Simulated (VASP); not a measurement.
# LaMg (Pm-3m) in VASP: relaxation of cell and atoms with LDA

Aim: the relaxation of cell and atoms of LaMg with LDA.

All numbers are computed with VASP 6.6.1; they aren't measurements. Logs are shortened: lines on timing, memory, paths and dates and some standing lists are left out, and cuts for length are marked.

**1. The cell of the first run**

Symmetry: Pm-3m, No. 221, cubic system. The conventional cell has a = 3.960 Å, b = 3.960 Å, c = 3.960 Å, α = 90.00°, β = 90.00°, γ = 90.00°. Within 4.5 Å of La (site symmetry m-3m) lie 8 Mg at 3.43 Å and 6 La at 3.96 Å. Mg (site symmetry m-3m) has 8 La at 3.43 Å and 6 Mg at 3.96 Å within 4.5 Å.

**2. Relaxation of cell and atoms, LDA**

The input, INCAR:

```
ALGO = Normal ; EDIFF = 1E-7
EDIFFG = -0.02 ; ENCUT = 840
GGA = CA ; GGA_COMPAT = False
IBRION = 2 ; ISIF = 3
ISMEAR = 0 ; LASPH = True
LCHARG = False ; LMAXMIX = 6
LREAL = False ; LWAVE = False
NELM = 200 ; NELMIN = 4
NSW = 60 ; PREC = Accurate
SIGMA = 0.1
```

The input, KPOINTS:

```
k-points
0
Gamma
  5 5 5
```

The input, POSCAR:

```
LaMg
1.0
    3.9600000000      0.0000000000      0.0000000000
    0.0000000000      3.9600000000      0.0000000000
    0.0000000000      0.0000000000      3.9600000000
La Mg
1 1
Direct
    0.0000000000      0.0000000000      0.0000000000
    0.5000000000      0.5000000000      0.5000000000
```

Potentials or basis: VASP PAW LDA potentials, release 64 (La, Mg_sv).

On the command line:

```bash
cat potpaw_LDA.64/La/POTCAR potpaw_LDA.64/Mg_sv/POTCAR > POTCAR
mpirun -np 1 vasp_std > vasp.out
```

OUTCAR:

```text
EDIFF = 1E-7
   EDIFFG = -0.02
   ENCUT = 840
   GGA = CA
   IBRION = 2
   ISIF = 3
   ISMEAR = 0
   LASPH = True
   LREAL = False
   NELM = 200
   NELMIN = 4
   NSW = 60
   PREC = Accurate

 ion  position               nearest neighbor table
   1  0.000  0.000  0.000-
   2  0.500  0.500  0.500-

  LATTYP: Found a simple cubic cell.
 ALAT       =     3.9600000000

  Lattice vectors:

 A1 = (   3.9600000000,   0.0000000000,   0.0000000000)
 A2 = (   0.0000000000,   3.9600000000,   0.0000000000)
 A3 = (   0.0000000000,   0.0000000000,   3.9600000000)

Analysis of symmetry for initial positions (statically):
=====================================================================
 Subroutine PRICEL returns:
 Original cell was already a primitive cell.

 Routine SETGRP: Setting up the symmetry group for a
 simple cubic supercell.

 Subroutine GETGRP returns: Found 48 space group operations
 (whereof 48 operations were pure point group operations)
 out of a pool of 48 trial point group operations.

The static configuration has the point symmetry O_h .

Analysis of symmetry for dynamics (positions and initial velocities):
=====================================================================
 Subroutine PRICEL returns:
 Original cell was already a primitive cell.

 Routine SETGRP: Setting up the symmetry group for a
 simple cubic supercell.

 Subroutine GETGRP returns: Found 48 space group operations
 (whereof 48 operations were pure point group operations)
 out of a pool of 48 trial point group operations.

The dynamic configuration has the point symmetry O_h .

 Subroutine INISYM returns: Found 48 space group operations
 (whereof 48 operations are pure point group operations),
 and found     1 'primitive' translations

----------------------------------------------------------------------------------------

                                     Primitive cell

  volume of cell :      62.0991

  direct lattice vectors                    reciprocal lattice vectors
     3.960000000  0.000000000  0.000000000     0.252525253  0.000000000  0.000000000
     0.000000000  3.960000000  0.000000000     0.000000000  0.252525253  0.000000000
     0.000000000  0.000000000  3.960000000     0.000000000  0.000000000  0.252525253

  length of vectors
     3.960000000  3.960000000  3.960000000     0.252525253  0.252525253  0.252525253

  position of ions in fractional coordinates (direct lattice)
     0.000000000  0.000000000  0.000000000
     0.500000000  0.500000000  0.500000000

  ion indices of the primitive-cell ions
   primitive index   ion index
                 1           1
                 2           2

----------------------------------------------------------------------------------------

 KPOINTS: k-points

Automatic generation of k-mesh.
 Grid dimensions read from file:
 generate k-points for:    5    5    5

 Generating k-lattice:

  Cartesian coordinates                     Fractional coordinates (reciprocal lattice)
     0.050505051  0.000000000  0.000000000     0.200000000  0.000000000  0.000000000
     0.000000000  0.050505051  0.000000000     0.000000000  0.200000000  0.000000000
     0.000000000  0.000000000  0.050505051     0.000000000  0.000000000  0.200000000

  Length of vectors
     0.050505051  0.050505051  0.050505051

  Shift w.r.t. Gamma in fractional coordinates (k-lattice)
     0.000000000  0.000000000  0.000000000

 Subroutine IBZKPT returns following result:
 ===========================================

 Found     10 irreducible k-points:

 Following reciprocal coordinates:
            Coordinates               Weight
  0.000000  0.000000  0.000000      1.000000
  0.200000  0.000000  0.000000      6.000000
  0.400000  0.000000  0.000000      6.000000
  0.200000  0.200000  0.000000     12.000000
  0.400000  0.200000  0.000000     24.000000
  0.400000  0.400000  0.000000     12.000000
  0.200000  0.200000  0.200000      8.000000
  0.400000  0.200000  0.200000     24.000000
  0.400000  0.400000  0.200000     24.000000
  0.400000  0.400000  0.400000      8.000000
   k-points           NKPTS =     10   k-points in BZ     NKDIM =     10   number of bands    NBANDS=     14
   number of dos      NEDOS =    301   number of ions     NIONS =      2
   total plane-waves  NPLWV =  64000
   dimension x,y,z NGX =    40 NGY =   40 NGZ =   40
   dimension x,y,z NGXF=    80 NGYF=   80 NGZF=   80
   ions per type =               1   1
   NGX,Y,Z   is equivalent  to a cutoff of  16.79, 16.79, 16.79 a.u.
   NGXF,Y,Z  is equivalent  to a cutoff of  33.59, 33.59, 33.59 a.u.
 SYSTEM =  unknown system
   PREC   = accura    normal or accurate (medium, high low for compatibility)
   ISTART =      0    job   : 0-new  1-cont  2-samecut
   ICHARG =      2    charge: 1-file 2-atom 10-const
   ISPIN  =      1    spin polarized calculation?
   LNONCOLLINEAR =      F non collinear calculations
   LSORBIT =      F    spin-orbit coupling
   LASPH  =      T    aspherical Exc in radial PAW
   ENCUT  =  840.0 eV  61.74 Ry    7.86 a.u.   9.36  9.36  9.36*2*pi/ulx,y,z
   NELM   =    200;   NELMIN=  4; NELMDL= -5     # of ELM steps
   EDIFF  = 0.1E-06   stopping-criterion for ELM
   LREAL  =      F    real-space projection
   EDIFFG = -.2E-01   stopping-criterion for IOM
   NSW    =     60    number of steps for IOM
   IBRION =      2    ionic relax: 0-MD 1-quasi-New 2-CG
   NFREE  =      1    steps in history (QN), initial steepest desc. (CG)
   ISIF   =      3    stress and relaxation
   ISYM   =      2    0-nonsym 1-usesym 2-fastsym
   POTIM  = 0.5000    time-step for ionic-motion
   TEBEG  =    0.0;   TEEND  =   0.0 temperature during run
   PSTRESS=    0.0 pullay stress
   NELECT =      21.0000    total number of electrons
   NUPDOWN=      -1.0000    fix difference up-down
   EMIN   =  10.00;   EMAX   =-10.00  energy-range for DOS
   EFERMI =   0.00;   METHOD = LEGACY
   ISMEAR =     0;   SIGMA  =   0.10  broadening in eV -4-tet -1-fermi 0-gaus
   EFERMI_NEDOS =   21; number of points for ismear=-14 and -15
   IALGO  =     38    algorithm
   IMIX   =      4    mixing-type and parameters
     AMIX     =   0.40;   BMIX     =  1.00
     AMIX_MAG =   1.60;   BMIX_MAG =  1.00
  volume/ion in A,a.u.               =      31.05       209.53
  Fermi-wavevector in a.u.,A,eV,Ry     =   1.140563  2.155352 17.699611  1.300885
  Thomas-Fermi vector in A             =   2.277265
   LORBIT       =      0    0 simple, 1 ext, 2 COOP (PROOUT), +10 PAW based schemes
   GGA     = CA    functional components
   LHFCALC =     F    Hartree Fock is set to
   AEXX    =    0.0000 exact exchange contribution
   IVDW    =     0    specifies the selected vdW correction
   LEPSILON=     F    determine dielectric tensor
   LRPA    =     F    only Hartree local field effects (RPA)
 conjugate gradient relaxation of ions
 non-spin polarized calculation
 Gauss-broadening in eV      SIGMA  =   0.10
  energy-cutoff  :      840.00
  volume of cell :       62.10
 maximum number of plane-waves:      3470
 NGX is ok and might be reduce to    40
   NGX = 19   NGY = 19   NGZ = 19

--------------------------------------- Ionic step        1  -------------------------------------------

 number of electron      20.9999984 magnetization

 Free energy of the ion-electron system (eV)
  ---------------------------------------------------
  ext. energy  EPLUGINS =         0.00000000
  ---------------------------------------------------
  free energy    TOTEN  =        -7.47919140 eV

  energy without entropy =       -7.46522561  energy(sigma->0) =       -7.47220851

------------------------ aborting loop because EDIFF is reached ----------------------------------------

  FORCE on cell =-STRESS in cart. coord.  units (eV):
  Direction    XX          YY          ZZ          XY          YZ          ZX
  --------------------------------------------------------------------------------------
  -------------------------------------------------------------------------------------
  Total       -0.8423068     -0.8423068     -0.8423068      0.0000000     -0.0000000      0.0000000
  in kB      -21.7317828    -21.7317828    -21.7317828      0.0000000     -0.0000000      0.0000000
  external PRESSURE =     -21.7317828 kB  Pullay stress =       0.0000000 kB

 VOLUME and BASIS-vectors are now :
 -----------------------------------------------------------------------------
  energy-cutoff  :      840.00
  volume of cell :       62.10
      direct lattice vectors                 reciprocal lattice vectors
     3.960000000  0.000000000  0.000000000     0.252525253  0.000000000  0.000000000
     0.000000000  3.960000000  0.000000000     0.000000000  0.252525253  0.000000000
     0.000000000  0.000000000  3.960000000     0.000000000  0.000000000  0.252525253
[... 109 lines left out ...]
 POSITION                                       TOTAL-FORCE (eV/Angst)
 -----------------------------------------------------------------------------------
      0.00000      0.00000      0.00000        -0.000000     -0.000000      0.000000
      1.91817      1.91817      1.91817         0.000000      0.000000      0.000000
 -----------------------------------------------------------------------------------
    total drift:                               -0.000000      0.000000     -0.000000

  FREE ENERGIE OF THE ION-ELECTRON SYSTEM (eV)
  ---------------------------------------------------
  free  energy   TOTEN  =        -7.5245387354 eV

  energy  without entropy=       -7.5129135356  energy(sigma->0) =       -7.51872614

--------------------------------------- Ionic step        5  -------------------------------------------

 number of electron      21.0000012 magnetization

 Free energy of the ion-electron system (eV)
  ---------------------------------------------------
  ext. energy  EPLUGINS =         0.00000000
  ---------------------------------------------------
  free energy    TOTEN  =        -7.52576894 eV

  energy without entropy =       -7.51403030  energy(sigma->0) =       -7.51989962

 E-fermi :   5.7355     XC(G=0):  -9.6516

 val. band max:        5.5623521650   @ k =   0.4000   0.2000   0.2000
 cond. band min:       5.7808868855   @ k =   0.2000   0.2000   0.2000
 fundamental gap:      0.2185347204
 Fermi energy:         5.7355287931

 k-point     1 :       0.0000    0.0000    0.0000
  band No.  band energies     occupation
      1     -68.6925      2.00000
      2     -36.1836      2.00000
      3     -36.1836      2.00000
      4     -36.1836      2.00000
      5     -26.8234      2.00000
      6     -10.2961      2.00000
      7     -10.2961      2.00000
      8     -10.2961      2.00000
      9       0.9307      2.00000
     10       5.1202      2.00000
     11       5.1202      2.00000
     12       7.4829      0.00000
     13       7.4829      0.00000
     14       7.4829      0.00000

 k-point     2 :       0.2000    0.0000    0.0000
  band No.  band energies     occupation
      1     -68.6926      2.00000
      2     -36.1843      2.00000
      3     -36.1836      2.00000
      4     -36.1836      2.00000
      5     -26.8059      2.00000
      6     -10.5377      2.00000
      7     -10.2745      2.00000
      8     -10.2745      2.00000
      9       1.5049      2.00000
     10       5.3453      2.00000
[... 160 lines left out ...]
 POSITION                                       TOTAL-FORCE (eV/Angst)
 -----------------------------------------------------------------------------------
      0.00000      0.00000      0.00000        -0.000000     -0.000000      0.000000
      1.92673      1.92673      1.92673         0.000000      0.000000      0.000000
 -----------------------------------------------------------------------------------
    total drift:                               -0.000000      0.000000     -0.000000

  FREE ENERGIE OF THE ION-ELECTRON SYSTEM (eV)
  ---------------------------------------------------
  free  energy   TOTEN  =        -7.5257689428 eV

  energy  without entropy=       -7.5140303024  energy(sigma->0) =       -7.51989962

 reached required accuracy - stopping structural energy minimisation
```

It took 47 s on 1 thread of Intel Xeon Platinum 8488C (Sapphire Rapids), shared host; peak memory 0.23 GiB.

Results:

| Quantity | Value |
| --- | --- |
| Free energy | -7.5258 eV |
| Relaxed volume | 28.61 Å³/atom |
| Relaxed cell | a = 3.853 Å, b = 3.853 Å, c = 3.853 Å, α = 90.00°, β = 90.00°, γ = 90.00° |
| Space group after relaxing (to 0.1 Å) | Pm-3m (No. 221) |
| Energy gained by relaxing | 23.3 meV/atom |
| Ionic steps | 5 |
| Pressure after relaxing | 0.0 GPa |
| Band gap on the k mesh | zero (an odd number of electrons rules out a gap without spin polarisation) |

Step by step:
```tsv
step	energy change (eV)	largest force (eV/Å)	pressure (GPa)	volume (Å³)
1	0.0000	0.0000	-2.17	62.10
2	-0.0436	0.0000	-0.79	58.39
3	-0.0460	0.0000	-0.36	57.74
4	-0.0453	0.0000	0.54	56.46
5	-0.0466	0.0000	-0.01	57.22
```

Final structure:
```cif
data_structure
_symmetry_space_group_name_H-M 'P 1'
_symmetry_Int_Tables_number 1
_cell_length_a 3.8535
_cell_length_b 3.8535
_cell_length_c 3.8535
_cell_angle_alpha 90.000
_cell_angle_beta 90.000
_cell_angle_gamma 90.000
_cell_volume 57.22
loop_
_atom_site_label
_atom_site_type_symbol
_atom_site_fract_x
_atom_site_fract_y
_atom_site_fract_z
_atom_site_occupancy
La1 La 0.00000 0.00000 0.00000 1
Mg1 Mg 0.50000 0.50000 0.50000 1
```

Caveat: spin-orbit coupling is left out, which moves the levels of the heavy elements.

The gap in the log of VASP goes by the Fermi energy; the results here count the filled bands.